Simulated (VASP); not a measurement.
A run of VASP 6.6.1 is set up as follows.

INCAR

```
PREC = Accurate
ENCUT = 500
EDIFF = 1E-6
ISMEAR = -1
SIGMA = 0.05
LREAL = F
LASPH = T
NELM = 120
ALGO = Normal
ISIF = 2
LWAVE = F
LCHARG = F
NBANDS = 86
GGA_COMPAT = F
```

The input KPOINTS:

```
regular mesh
0
Gamma
  2 2 2
```

Contents of POSCAR:

```
GaP
1.0
    0.0000000000      5.4505000000      5.4505000000
    5.4505000000      0.0000000000      5.4505000000
    5.4505000000      5.4505000000      0.0000000000
Ga P
8 8
Direct
    0.0000000000      0.0000000000      0.0000000000
    0.0000000000      0.0000000000      0.5000000000
    0.0000000000      0.5000000000      0.0000000000
    0.0000000000      0.5000000000      0.5000000000
    0.5000000000      0.0000000000      0.0000000000
    0.5000000000      0.0000000000      0.5000000000
    0.5000000000      0.5000000000      0.0000000000
    0.5000000000      0.5000000000      0.5000000000
    0.1250000000      0.1250000000      0.1250000000
    0.1250000000      0.1250000000      0.6250000000
    0.1250000000      0.6250000000      0.1250000000
    0.1250000000      0.6250000000      0.6250000000
    0.6250000000      0.1250000000      0.1250000000
    0.6250000000      0.1250000000      0.6250000000
    0.6250000000      0.6250000000      0.1250000000
    0.6250000000      0.6250000000      0.6250000000
```

Potentials or basis: VASP PAW LDA potentials, release 64 (Ga_d, P).

Run with:

```console
$ cat potpaw_LDA.64/Ga_d/POTCAR potpaw_LDA.64/P/POTCAR > POTCAR
$ mpirun -np 1 vasp_std > vasp.out
```

(1) Predict the pressure.

(2) Estimate the band gap on the k mesh.

## Answers

(1) -2.3 GPa.

(2) 1.46 eV.

Caveat: the k points lie up to 0.50 Å⁻¹ apart.
